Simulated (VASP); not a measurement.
# S (Fm-3m) in VASP: further runs, part 2 of 2

VASP 6.6.1.

**3. Single point, PBE**

Input file INCAR:

```
SYSTEM = S
  PREC = Accurate
  ENCUT = 520
  EDIFF = 1E-7
  ISMEAR = -1
  SIGMA = 0.1
  LREAL = .False.
  LASPH = .True.
  NELM = 80
  ALGO = Normal
  ISIF = 2
  LWAVE = .False.
  LCHARG = .False.
  GGA = PE
  NBANDS = 9
```

Input file KPOINTS:

```
Automatic mesh
0
Gamma
  17 17 17
  0 0 0
```

Input file POSCAR:

```
S
1.0
    0.0000000000      1.8444615502      1.8444615502
    1.8444615502      0.0000000000      1.8444615502
    1.8444615502      1.8444615502      0.0000000000
S
1
Direct
    0.0000000000      0.0000000000      0.0000000000
```

Potentials or basis: VASP PAW PBE potentials, release 64 (S).

Launch:

```bash
$ cat potpaw_PBE.64/S/POTCAR > POTCAR
$ mpirun -np 1 vasp_std > vasp.out
```

OUTCAR:

```text
SYSTEM = S
   PREC = Accurate
   ENCUT = 520
   EDIFF = 1E-7
   ISMEAR = -1
   LREAL = .False.
   LASPH = .True.
   NELM = 80
   ISIF = 2
   GGA = PE

 ion  position               nearest neighbor table
   1  0.000  0.000  0.000-

  LATTYP: Found a face centered cubic cell.
 ALAT       =     3.6889231004

  Lattice vectors:

 A1 = (   0.0000000000,   1.8444615502,   1.8444615502)
 A2 = (   1.8444615502,   0.0000000000,   1.8444615502)
[... 465 lines left out ...]
      8      27.6543      0.00000
      9      28.7714      0.00000

 [... further k-points ...]

------------------------ aborting loop because EDIFF is reached ----------------------------------------

  FORCE on cell =-STRESS in cart. coord.  units (eV):
  Direction    XX          YY          ZZ          XY          YZ          ZX
  --------------------------------------------------------------------------------------
  -------------------------------------------------------------------------------------
  Total        2.3190631      2.3190631      2.3190631      0.0000000      0.0000000      0.0000000
  in kB      296.0631342    296.0631342    296.0631342      0.0000000      0.0000000      0.0000000
  external PRESSURE =     296.0631342 kB  Pullay stress =       0.0000000 kB

 VOLUME and BASIS-vectors are now :
 -----------------------------------------------------------------------------
  energy-cutoff  :      520.00
  volume of cell :       12.55
      direct lattice vectors                 reciprocal lattice vectors
     0.000000000  1.844461550  1.844461550    -0.271081823  0.271081823  0.271081823
     1.844461550  0.000000000  1.844461550     0.271081823 -0.271081823  0.271081823
     1.844461550  1.844461550  0.000000000     0.271081823  0.271081823 -0.271081823

 POSITION                                       TOTAL-FORCE (eV/Angst)
 -----------------------------------------------------------------------------------
      0.00000      0.00000      0.00000         0.000000      0.000000      0.000000
 -----------------------------------------------------------------------------------
    total drift:                                0.000000     -0.000000      0.000000

  FREE ENERGIE OF THE ION-ELECTRON SYSTEM (eV)
  ---------------------------------------------------
  free  energy   TOTEN  =        -2.5900064998 eV

  energy  without entropy=       -2.5713205143  energy(sigma->0) =       -2.58066351
```

OSZICAR:

```text
N       E                     dE             d eps       ncg     rms          rms(c)
DAV:   1     0.769743256789E+01    0.76974E+01   -0.31234E+03  3082   0.575E+02
DAV:   2    -0.238993196059E+01   -0.10087E+02   -0.95982E+01  4393   0.794E+01
DAV:   3    -0.258904707345E+01   -0.19912E+00   -0.19311E+00  3408   0.917E+00
DAV:   4    -0.258953120421E+01   -0.48413E-03   -0.48405E-03  4022   0.515E-01
DAV:   5    -0.258953166344E+01   -0.45922E-06   -0.46009E-06  3454   0.144E-02    0.126E+01
DAV:   6    -0.258954178430E+01   -0.10121E-04   -0.12131E-03  3304   0.213E-01    0.754E+00
DAV:   7    -0.259002097992E+01   -0.47920E-03   -0.21301E-03  3226   0.296E-01    0.847E-02
DAV:   8    -0.259000527105E+01    0.15709E-04   -0.70327E-05  3297   0.515E-02    0.214E-02
DAV:   9    -0.259000651644E+01   -0.12454E-05   -0.45461E-06  3376   0.132E-02    0.311E-03
DAV:  10    -0.259000649984E+01    0.16601E-07   -0.18990E-07  3473   0.336E-03
   1 F= -.25900065E+01 E0= -.25806635E+01  d E =-.186860E-01
```

stdout:

```text
POSCAR found type information on POSCAR S
 POSCAR found :  1 types and       1 ions
 scaLAPACK will be used
 LDA part: xc-table for (Slater+PW92), standard interpolation
 POSCAR, INCAR and KPOINTS ok, starting setup
 FFT: planning ... GRIDC
 FFT: planning ... GRID_SOFT
 FFT: planning ... GRID
 WAVECAR not read
 entering main loop
```

Run time: 12 s. Hardware: 1 thread of AMD EPYC 7R13 (Zen 3), shared host; peak memory 0.1 GiB.

Results:

| Property | Result |
| --- | --- |
| Free energy | -2.5900 eV |
| Pressure | 29.6 GPa |
| Band gap on the k mesh | zero (band 3 reaches 15.82 eV, above the bottom of band 4 at 7.65 eV) |

**4. Single point, PBE**

Input file INCAR:

```
SYSTEM = S
ALGO = Normal ; EDIFF = 1E-6
ENCUT = 520 ; GGA = PE
ISIF = 2 ; ISMEAR = -1
LASPH = .True. ; LCHARG = .False.
LREAL = .False. ; LWAVE = .False.
NBANDS = 9 ; NELM = 80
PREC = Accurate ; SIGMA = 0.1
```

Input file KPOINTS:

```
k-points
0
Gamma
  17 17 17
  0 0 0
```

Input file POSCAR:

```
S
1.0
    0.0000000000      1.8447625363      1.8447625363
    1.8447625363      0.0000000000      1.8447625363
    1.8447625363      1.8447625363      0.0000000000
S
1
Direct
    0.0000000000      0.0000000000      0.0000000000
```

Launch:

```bash
$ cat potpaw_PBE.64/S/POTCAR > POTCAR
$ mpirun -np 1 vasp_std > vasp.out
```

It took 12 s on 1 thread of AMD EPYC 7R13 (Zen 3), shared host; peak memory 0.1 GiB.

It converged, with:

| Quantity | Value |
| --- | --- |
| Free energy | -2.5911 eV |
| Pressure | 29.5 GPa |
| Band gap on the k mesh | zero (band 3 reaches 15.80 eV, above the bottom of band 4 at 7.64 eV) |

Levels at points of the mesh, in eV from the Fermi level:
```
           k point  band 1  band 2  band 3  band 4  band 5  band 6  band 7
(0.00, 0.00, 0.00)  -19.37    4.63    4.63    4.63   12.17   12.17   12.17
```

**5. Single point, PBE**

This run uses another cell than the first one, of 15.90 Å³/atom, 1.269 times its volume.

Input file INCAR:

```
SYSTEM = S
PREC = Accurate
ENCUT = 520
EDIFF = 1E-6
ISMEAR = -1
SIGMA = 0.1
LREAL = .FALSE.
LASPH = .TRUE.
NELM = 100
ALGO = Normal
ISIF = 2
LWAVE = .FALSE.
LCHARG = .FALSE.
GGA = PE
NBANDS = 9
```

Input file KPOINTS:

```
Automatic mesh
0
G
  17 17 17
  0 0 0
```

Input file POSCAR:

```
S
1.0
    0.0000000000      1.9959258370      1.9959258370
    1.9959258370      0.0000000000      1.9959258370
    1.9959258370      1.9959258370      0.0000000000
S
1
Direct
    0.0000000000      0.0000000000      0.0000000000
```

Launch:

```bash
$ cat potpaw_PBE.64/S/POTCAR > POTCAR
$ mpirun -np 1 vasp_std > vasp.out
```

It took 17 s on 1 thread of AMD EPYC 7R13 (Zen 3), shared host; peak memory 0.11 GiB.

Results (log left out):

```yaml
Free_energy: -2.8425 eV
Pressure: -0.2 GPa
Band_gap_on_the_k_mesh: zero (band 3 reaches 10.55 eV, above the bottom of band 4 at 5.05 eV)
```

Levels at points of the mesh, in eV from the Fermi level:
| k point | band 1 | band 2 | band 3 | band 4 | band 5 | band 6 | band 7 |
| --- | --- | --- | --- | --- | --- | --- | --- |
| (0.00, 0.00, 0.00) | -16.66 | 3.17 | 3.17 | 3.17 | 12.12 | 12.12 | 12.12 |

**6. Summary**

```tsv
cell	gap on the mesh (eV)	pressure (GPa)
a = 2.607 Å, angles 60.0°, 1 atom	none	29.9
a = 2.608 Å, angles 60.0°, 1 atom	none	29.6
a = 2.609 Å, angles 60.0°, 1 atom	none	29.5
a = 2.823 Å, angles 60.0°, 1 atom	none	-0.2
```

Alike in all rows: task single point; level PBE; potentials or basis VASP PAW PBE potentials, release 64 (S); no spin polarisation; k mesh 17 × 17 × 17; cutoff (eV) 520; smearing fermi-dirac 0.1 eV.

Absolute energies hang on the potentials; compare differences alone.
